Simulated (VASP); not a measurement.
A run of VASP 6.6.1 is set up as follows.

INCAR

```
ALGO = Normal ; EDIFF = 1E-6
ENCUT = 520 ; GGA = PE
ISIF = 2 ; ISMEAR = 0
LASPH = T ; LCHARG = T
LELF = T ; LREAL = F
LVHAR = T ; LWAVE = F
NBANDS = 19 ; NELM = 60
PREC = Accurate ; SIGMA = 0.1
```

Contents of KPOINTS:

```
k-points
0
Gamma
  10 10 10
```

Contents of POSCAR:

```
SiTe3
1.0
   -3.0877962841      3.0877962841      3.0877962841
    3.0877962841     -3.0877962841      3.0877962841
    3.0877962841      3.0877962841     -3.0877962841
Si Te
1 3
Direct
    0.0000000000      0.0000000000      0.0000000000
    0.0000000000      0.5000000000      0.5000000000
    0.5000000000      0.0000000000      0.5000000000
    0.5000000000      0.5000000000      0.0000000000
```

Potentials or basis: VASP PAW PBE potentials, release 64 (Si, Te).

Command:

```bash
$ cat potpaw_PBE.64/Si/POTCAR potpaw_PBE.64/Te/POTCAR > POTCAR
$ mpirun -np 1 vasp_std > vasp.out
```

Problem. Predict the pressure.

Solution. 0.0 GPa.

Problem. Estimate the band gap on the k mesh.

Solution. Zero (band 11 reaches 9.77 eV, above the bottom of band 12 at 5.67 eV).

Caveat: spin-orbit coupling is left out, which moves the levels of the heavy elements.
